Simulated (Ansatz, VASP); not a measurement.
**Two plane-wave programs on KNaF2**

File INCAR:

```
SYSTEM = KNaF2
ALGO     = Normal         ! electronic algorithm
EDIFF    = 1E-7           ! SCF threshold, eV
ENCUT    = 520            ! plane-wave cutoff, eV
GGA      = PE             ! functional
ISIF     = 2              ! what is computed and relaxed
ISMEAR   = 0              ! smearing method
LASPH    = .TRUE.         ! aspherical terms in the spheres
LCHARG   = .TRUE.         ! write CHGCAR
LELF     = .TRUE.         ! ELF
LREAL    = .FALSE.        ! projectors in reciprocal space
LVHAR    = .TRUE.       
LWAVE    = .FALSE.        ! write WAVECAR
NBANDS   = 23             ! bands
NELM     = 100            ! most SCF steps
PREC     = Accurate       ! precision mode
SIGMA    = 0.1            ! smearing width, eV
```

Contents of KPOINTS:

```
k-points
0
G
  6 6 6
  0 0 0
```

POSCAR

```
KNaF2
1.0
    1.8241649998      1.0531821537      6.0762547022
   -1.8241649998      1.0531821537      6.0762547022
    0.0000000000     -2.1063643074      6.0762547022
K Na F
1 1 2
Direct
    0.5000000000      0.5000000000      0.5000000000
    0.0000000000      0.0000000000      0.0000000000
    0.7404658000      0.7404658000      0.7404658000
    0.2595342000      0.2595342000      0.2595342000
```

Input for Ansatz:

```yaml
crystal:
  lattice:
    - [1.8241649998, 1.0531821537, 6.0762547022]
    - [-1.8241649998, 1.0531821537, 6.0762547022]
    - [0.0, -2.1063643074, 6.0762547022]
  atoms:
    - { symbol: K, position: [0.5, 0.5, 0.5] }
    - { symbol: Na, position: [0.0, 0.0, 0.0] }
    - { symbol: F, position: [0.7404658, 0.7404658, 0.7404658] }
    - { symbol: F, position: [0.2595342, 0.2595342, 0.2595342] }
basis:
  ecutwfc: 420
kpoints:
  mp_grid: { grid: [6, 6, 6] }
hamiltonian:
  xc: pbe
scf:
  occupations: { method: gaussian, width: 0.1 }
output:
  forces: true
  stress: true
  eigenvalues: true
```

Alike in both runs: task single point; functional PBE; k mesh 6 × 6 × 6; occupations gaussian, width 0.1 eV; no spin polarisation.

```csv
,VASP,Ansatz
version,VASP 6.6.1,Ansatz 0.2.0
potentials or method,"VASP PAW PBE potentials, release 64 (K_sv, Na_pv, F), cutoff 520 eV","scalar-relativistic, plane waves, PAW"
valence electrons in the cell,30,32
```

```tsv
	VASP	Ansatz	Ansatz less VASP
gap on the k mesh at the Fermi level (eV)	5.58	5.60	+0.014
least direct gap on the mesh (eV)	5.58	5.60	+0.014
pressure (GPa)	-2.3	-2.2	+0.06
traceless stress, the component that is largest in VASP (GPa)	-0.24	-0.26	-0.016
rms of the force components (eV/Å)	0.006	0.012	+0.0058
```

Atom by atom the forces differ by 0.006 eV/Å (rms over components). VASP's potentials hold 30 valence electrons a cell and Ansatz's 32, so a difference there can come from the potentials and not from the codes.
